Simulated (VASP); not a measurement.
NaCl: single point with r2SCAN

NaCl:

```
Na Cl
1.0
     0.00000    2.58421    2.58421
     2.58421    0.00000    2.58421
     2.58421    2.58421    0.00000
Na Cl
1 1
Direct
  0.00000 0.00000 0.00000
  0.50000 0.50000 0.50000
```

```
Program                : VASP 6.6.1
Task                   : single point
Functional             : r2SCAN
Potentials or basis    : VASP PAW PBE potentials, release 64 (Na_pv, Cl)
Cutoff                 : 520 eV
k mesh                 : 6 × 6 × 6
Occupations            : gaussian, width 0.1 eV
Spin                   : no spin polarisation
Dipole correction      : no
Further INCAR settings : ALGO = Normal; EDIFF = 1e-07; NBANDS = 14
```

```
Pressure               : 11.7 GPa
Band gap on the k mesh : 7.25 eV
```

Levels at points of the mesh, in eV from the valence-band top:
```tsv
k point	band 5	band 6	band 7	band 8	band 9	band 10
(0.00, 0.00, 0.00)	0.00	0.00	0.00	7.25	11.88	11.88
(0.50, 0.00, 0.00)	-2.88	-0.48	-0.48	8.39	12.34	12.34
(0.50, 0.50, 0.00)	-2.51	-0.91	-0.91	8.22	9.19	14.40
```

Run time: 49 s on 1 thread of Intel Xeon 8259CL, with other jobs on the host, peak memory 0.15 GiB.

Caveat: the cell stands under pressure; the PAW data sets were made with another functional, which shifts forces and pressure a little.
